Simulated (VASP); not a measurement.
# Al2Pt in VASP: a series of runs, part 2 of 2

VASP 6.6.1. Earlier steps stand in the parts before.

## Step 3: Single point, PBEsol (strain along c alone, the other axes held: -1.5 %)

INCAR

```
PREC = Accurate
ENCUT = 520
EDIFF = 1E-6
ISMEAR = 0
SIGMA = 0.1
LREAL = False
LASPH = True
NELM = 80
ALGO = Fast
ISIF = 2
LWAVE = False
LCHARG = True
GGA = PS
LELF = True
LVHAR = True
NBANDS = 25
```

KPOINTS

```
regular mesh
0
Gamma
  8 8 6
```

POSCAR

```
Al2Pt
1.0
    2.9482572945      2.9482572945      0.0000000000
   -2.9482572945      2.9482572945      0.0000000000
    0.0000000000      0.0000000000      5.8080668703
Al Pt
4 2
Direct
    0.0000000000      0.5000000000      0.7500000000
    0.5000000000      0.0000000000      0.7500000000
    0.5000000000      0.0000000000      0.2500000000
    0.0000000000      0.5000000000      0.2500000000
    0.0000000000      0.0000000000      0.0000000000
    0.5000000000      0.5000000000      0.5000000000
```

Potentials or basis: VASP PAW PBE potentials, release 64 (Al, Pt).

Started as:

```
> cat potpaw_PBE.64/Al/POTCAR potpaw_PBE.64/Pt/POTCAR > POTCAR
> mpirun -np 1 vasp_std > vasp.out
```

OUTCAR:

```text
PREC = Accurate
   ENCUT = 520
   EDIFF = 1E-6
   ISMEAR = 0
   LREAL = False
   LASPH = True
   NELM = 80
   ISIF = 2
   GGA = PS

 ion  position               nearest neighbor table
   1  0.000  0.500  0.750-   5 2.54   6 2.54   5 2.54   6 2.54   4 2.90   4 2.90   2 2.95   2 2.95
                             2 2.95   2 2.95
   2  0.500  0.000  0.750-   5 2.54   6 2.54   6 2.54   5 2.54   3 2.90   3 2.90   1 2.95   1 2.95
                             1 2.95   1 2.95
   3  0.500  0.000  0.250-   5 2.54   6 2.54   6 2.54   5 2.54   2 2.90   2 2.90   4 2.95   4 2.95
                             4 2.95   4 2.95
   4  0.000  0.500  0.250-   5 2.54   6 2.54   5 2.54   6 2.54   1 2.90   1 2.90   3 2.95   3 2.95
[... 902 lines left out ...]
  Total        1.1924659      1.1924659      1.6967826      0.0000000      0.0000000     -0.0000000
  in kB       18.9218761     18.9218761     26.9242996      0.0000000      0.0000000     -0.0000000
  external PRESSURE =      21.5893506 kB  Pullay stress =       0.0000000 kB

 VOLUME and BASIS-vectors are now :
 -----------------------------------------------------------------------------
  energy-cutoff  :      520.00
  volume of cell :      100.97
      direct lattice vectors                 reciprocal lattice vectors
     2.948257294  2.948257294  0.000000000     0.169591711  0.169591711  0.000000000
    -2.948257294  2.948257294  0.000000000    -0.169591711  0.169591711  0.000000000
     0.000000000  0.000000000  5.808066870     0.000000000  0.000000000  0.172174326

 POSITION                                       TOTAL-FORCE (eV/Angst)
 -----------------------------------------------------------------------------------
     -1.47413      1.47413      4.35605         0.000000     -0.000000      0.000000
      1.47413      1.47413      4.35605         0.000000      0.000000     -0.000000
      1.47413      1.47413      1.45202         0.000000     -0.000000     -0.000000
     -1.47413      1.47413      1.45202         0.000000     -0.000000     -0.000000
      0.00000      0.00000      0.00000        -0.000000     -0.000000     -0.000000
      0.00000      2.94826      2.90403        -0.000000      0.000000      0.000000
 -----------------------------------------------------------------------------------
    total drift:                               -0.000000      0.000000     -0.000000

  FREE ENERGIE OF THE ION-ELECTRON SYSTEM (eV)
  ---------------------------------------------------
  free  energy   TOTEN  =       -35.5191128965 eV

  energy  without entropy=      -35.5068923292  energy(sigma->0) =      -35.51300261
```

Run time: 86 s. Hardware: 1 thread of AMD EPYC 9R14 (Zen 4), shared host; peak memory 0.26 GiB.

What came out:

```
Free energy            : -35.5191 eV
Pressure               : 2.2 GPa
Band gap on the k mesh : zero (band 16 reaches 11.21 eV, above the bottom of band 17 at 6.49 eV)
```

Caveat: the cell differs from its parent crystal (strain along c alone, the other axes held: -1.5 %); the PAW data sets were made with another functional, which shifts forces and pressure a little; spin-orbit coupling is left out, which moves the levels of the heavy elements.

## Step 4: Single point, PBEsol

This run uses another cell than the first one: it holds 6 atoms, not 3.

INCAR

```
SYSTEM = Al2Pt
PREC = Accurate ; ENCUT = 520
EDIFF = 1E-6 ; ISMEAR = 0
SIGMA = 0.1 ; LREAL = .False.
LASPH = .True. ; NELM = 80
ALGO = Fast ; ISIF = 2
LWAVE = .False. ; LCHARG = .False.
GGA = PS ; NBANDS = 25
```

KPOINTS

```
regular mesh
0
Gamma
  8 8 6
  0 0 0
```

POSCAR: that of step 3 with these lines changed.

```diff
@@ -4,3 +4,3 @@
    -2.9482572945      2.9482572945      0.0000000000
-    0.0000000000      0.0000000000      5.8080668703
+    0.0000000000      0.0000000000      5.8965145891
 Al Pt
```

Started as:

```
> cat potpaw_PBE.64/Al/POTCAR potpaw_PBE.64/Pt/POTCAR > POTCAR
> mpirun -np 1 vasp_std > vasp.out
```

Run time: 92 s. Hardware: 1 thread of AMD EPYC 9R14 (Zen 4), shared host; peak memory 0.26 GiB.

The run converged. Its results:

```
Free energy            : -35.5318 eV
Pressure               : 0.0 GPa
Band gap on the k mesh : zero (band 16 reaches 10.91 eV, above the bottom of band 17 at 6.25 eV)
```

Levels at points of the mesh, in eV from the Fermi level:
```tsv
k point	band 12	band 13	band 14	band 15	band 16	band 17	band 18	band 19	band 20	band 21
(0.00, 0.00, 0.00)	-3.45	-3.22	-1.62	-1.62	3.04	3.21	3.33	3.80	3.80	3.80
(0.50, 0.00, 0.00)	-3.64	-2.35	-2.35	-1.28	-1.28	1.32	1.32	3.73	3.73	5.79
(0.50, 0.50, 0.00)	-3.45	-3.22	-3.22	-1.62	-1.62	-1.62	-1.62	3.21	3.21	3.33
(0.00, 0.00, 0.50)	-3.48	0.00	0.00	0.51	0.51	0.51	0.51	3.13	3.13	3.81
(0.50, 0.00, 0.50)	-3.50	-3.50	-3.50	1.02	1.02	1.02	1.02	3.75	3.75	5.19
(0.50, 0.50, 0.50)	-3.29	-2.80	-2.80	-2.80	-2.80	-0.89	-0.89	5.25	5.25	5.25
```

Caveat: the PAW data sets were made with another functional, which shifts forces and pressure a little; spin-orbit coupling is left out, which moves the levels of the heavy elements.

## Step 5: Single point, PBEsol (strain along c alone, the other axes held: +1.5 %)

INCAR

```
SYSTEM = Al2Pt
  ALGO = Fast
  EDIFF = 1E-7
  ENCUT = 520
  GGA = PS
  ISIF = 2
  ISMEAR = 0
  LASPH = .True.
  LCHARG = .False.
  LREAL = .False.
  LWAVE = .False.
  NBANDS = 25
  NELM = 80
  PREC = Accurate
  SIGMA = 0.1
```

KPOINTS

```
k-points
0
Gamma
  8 8 6
  0 0 0
```

POSCAR: that of step 4 with these lines changed.

```diff
@@ -4,3 +4,3 @@
    -2.9482572945      2.9482572945      0.0000000000
-    0.0000000000      0.0000000000      5.8965145891
+    0.0000000000      0.0000000000      5.9849623079
 Al Pt
```

Started as:

```
> cat potpaw_PBE.64/Al/POTCAR potpaw_PBE.64/Pt/POTCAR > POTCAR
> mpirun -np 1 vasp_std > vasp.out
```

It took 1.8 min on 1 thread of AMD EPYC 9R14 (Zen 4), shared host; peak memory 0.27 GiB.

Results (log left out):

```yaml
Free_energy: -35.5197 eV
Pressure: -2.0 GPa
Band_gap_on_the_k_mesh: zero (band 16 reaches 10.64 eV, above the bottom of band 17 at 6.13 eV)
```

Stress tensor (GPa, compression positive):
```
-1.77  0.00  0.00
 0.00 -1.77  0.00
 0.00  0.00 -2.58
```

Levels at points of the mesh, in eV from the Fermi level:
```
           k point  band 12  band 13  band 14  band 15  band 16  band 17  band 18  band 19  band 20  band 21
(0.00, 0.00, 0.00)    -3.45    -3.16    -1.54    -1.54     2.93     3.22     3.36     3.71     3.82     3.82
(0.50, 0.00, 0.00)    -3.54    -2.35    -2.35    -1.35    -1.35     1.36     1.36     3.77     3.77     5.66
(0.50, 0.50, 0.00)    -3.39    -3.17    -3.17    -1.68    -1.68    -1.57    -1.57     3.05     3.05     3.28
(0.00, 0.00, 0.50)    -3.41    -0.13    -0.13     0.53     0.53     0.53     0.53     3.10     3.10     3.78
(0.50, 0.00, 0.50)    -3.45    -3.44    -3.44     0.96     0.96     1.07     1.07     3.72     3.72     5.03
(0.50, 0.50, 0.50)    -3.21    -2.76    -2.76    -2.76    -2.76    -0.92    -0.92     5.11     5.11     5.11
```

Caveat: the cell differs from its parent crystal (strain along c alone, the other axes held: +1.5 %); the PAW data sets were made with another functional, which shifts forces and pressure a little; spin-orbit coupling is left out, which moves the levels of the heavy elements.

## Step 6: Single point, PBEsol (strain along c alone, the other axes held: +3.0 %)

INCAR

```
SYSTEM = Al2Pt
  ALGO = Fast
  EDIFF = 1E-7
  ENCUT = 520
  GGA = PS
  ISIF = 2
  ISMEAR = 0
  LASPH = .TRUE.
  LCHARG = .TRUE.
  LELF = .TRUE.
  LREAL = .FALSE.
  LVHAR = .TRUE.
  LWAVE = .FALSE.
  NBANDS = 25
  NELM = 100
  PREC = Accurate
  SIGMA = 0.1
```

KPOINTS

```
k-points
0
G
  8 8 6
  0 0 0
```

POSCAR: that of step 5 with these lines changed.

```diff
@@ -4,3 +4,3 @@
    -2.9482572945      2.9482572945      0.0000000000
-    0.0000000000      0.0000000000      5.9849623079
+    0.0000000000      0.0000000000      6.0734100268
 Al Pt
```

Potentials or basis: VASP PAW PBE potentials, release 64 (Al, Pt).

Started as:

```
> cat potpaw_PBE.64/Al/POTCAR potpaw_PBE.64/Pt/POTCAR > POTCAR
> mpirun -np 1 vasp_std > vasp.out
```

Run time: 1.7 min. Hardware: 1 thread of AMD EPYC 9R14 (Zen 4), shared host; peak memory 0.27 GiB.

It converged, with:

```
Free energy            : -35.4831 eV
Pressure               : -3.9 GPa
Band gap on the k mesh : zero (band 16 reaches 10.39 eV, above the bottom of band 17 at 6.02 eV)
```

Stress tensor (GPa, compression positive):
```
-3.29  0.00  0.00
 0.00 -3.29  0.00
 0.00  0.00 -5.12
```

Levels at points of the mesh, in eV from the Fermi level:
```csv
k point,band 12,band 13,band 14,band 15,band 16,band 17,band 18,band 19,band 20,band 21
"(0.00, 0.00, 0.00)",-3.45,-3.11,-1.46,-1.46,2.81,3.21,3.39,3.62,3.84,3.84
"(0.50, 0.00, 0.00)",-3.46,-2.35,-2.35,-1.42,-1.42,1.40,1.40,3.81,3.81,5.54
"(0.50, 0.50, 0.00)",-3.35,-3.12,-3.12,-1.74,-1.74,-1.51,-1.51,2.89,2.89,3.23
"(0.00, 0.00, 0.50)",-3.34,-0.27,-0.27,0.56,0.56,0.56,0.56,3.06,3.06,3.76
"(0.50, 0.00, 0.50)",-3.41,-3.37,-3.37,0.89,0.89,1.11,1.11,3.70,3.70,4.81
"(0.50, 0.50, 0.50)",-3.13,-2.73,-2.73,-2.73,-2.73,-0.95,-0.95,4.97,4.97,4.97
```

Caveat: the cell differs from its parent crystal (strain along c alone, the other axes held: +3.0 %); the PAW data sets were made with another functional, which shifts forces and pressure a little; spin-orbit coupling is left out, which moves the levels of the heavy elements.

## Step 7: Overview

```csv
cell,k mesh,further INCAR settings,gap on the mesh (eV),pressure (GPa)
"a = 4.304 Å, angles 60.0°, 3 atoms",12 × 12 × 12,ALGO = Fast; EDIFF = 1e-06; NBANDS = 15,none,-10.8
"a = 4.169, b = 4.169, c = 5.808 Å, 6 atoms",8 × 8 × 6,ALGO = Fast; EDIFF = 1e-06; NBANDS = 25,none,2.2
"a = 4.169, b = 4.169, c = 5.897 Å, 6 atoms",8 × 8 × 6,ALGO = Fast; EDIFF = 1e-06; NBANDS = 25,none,0.0
"a = 4.169, b = 4.169, c = 5.985 Å, 6 atoms",8 × 8 × 6,ALGO = Fast; EDIFF = 1e-07; NBANDS = 25,none,-2.0
"a = 4.169, b = 4.169, c = 6.073 Å, 6 atoms",8 × 8 × 6,ALGO = Fast; EDIFF = 1e-07; NBANDS = 25,none,-3.9
```

Alike in all rows: task single point; level PBEsol; potentials or basis VASP PAW PBE potentials, release 64 (Al, Pt); no spin polarisation; cutoff (eV) 520; smearing gaussian 0.1 eV.

Caveats: the PAW data sets were made with another functional, which shifts forces and pressure a little; spin-orbit coupling is left out, which moves the levels of the heavy elements.

Total energies depend on the potentials used, so only differences within one code and one set of settings carry meaning.
